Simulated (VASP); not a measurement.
Write the native input for VASP 6.6.1 that does the following.

```yaml
Task: single point
Functional: r2SCAN
Potentials_or_basis: VASP PAW PBE potentials, release 64 (Mg_sv, O)
Cutoff: 750 eV
k_mesh: 10 × 10 × 10
Occupations: gaussian, width 0.02 eV
Spin: no spin polarisation
Dipole_correction: no
Mended: yes
Further_INCAR_settings: ALGO = Normal; EDIFF = 1e-06; NBANDS = 15
```

The system is MgO.

```
Mg O
1.0
     0.00000    2.10217    2.10217
     2.10217    0.00000    2.10217
     2.10217    2.10217    0.00000
Mg O
1 1
Cartesian
  0.0000 0.0000 0.0000
  2.1022 2.1022 2.1022
```

The input as run:

POSCAR

```
MgO
1.0
    0.0000000000      2.1021683833      2.1021683833
    2.1021683833      0.0000000000      2.1021683833
    2.1021683833      2.1021683833      0.0000000000
Mg O
1 1
Direct
    0.0000000000      0.0000000000      0.0000000000
    0.5000000000      0.5000000000      0.5000000000
```

INCAR.step1

```
ALGO = Normal
EDIFF = 1E-5
ENCUT = 750
GGA = PE
GGA_COMPAT = F
ISMEAR = 0
LASPH = T
LCHARG = F
LREAL = F
LWAVE = T
NBANDS = 15
NELM = 120
PREC = Accurate
SIGMA = 0.02
```

INCAR.step2

```
ALGO = Normal
EDIFF = 1E-6
ENCUT = 750
GGA_COMPAT = F
ISIF = 2
ISMEAR = 0
ISTART = 1
LASPH = T
LCHARG = F
LMIXTAU = T
LREAL = F
LWAVE = F
METAGGA = R2SCAN
NBANDS = 15
NELM = 120
PREC = Accurate
SIGMA = 0.02
```

KPOINTS

```
k-points
0
Gamma
  10 10 10
```

Potentials or basis: VASP PAW PBE potentials, release 64 (Mg_sv, O).

The run is started by

```bash
$ cat potpaw_PBE.64/Mg_sv/POTCAR potpaw_PBE.64/O/POTCAR > POTCAR
$ cp INCAR.step1 INCAR
$ mpirun -np 1 vasp_std > vasp.out
$ cp INCAR.step2 INCAR
$ mpirun -np 1 vasp_std > vasp.out
```

Results of the run:

* Pressure: 0.0 GPa
* Band gap on the k mesh: 5.70 eV

Caveat: the PAW data sets were made with another functional, which shifts forces and pressure a little.

Wall time 80 s on 1 thread of Intel(R) Xeon(R) Platinum 8259CL CPU @ 2.50GHz (Skylake/Cascade Lake), on a shared host, peak memory 0.17 GiB.
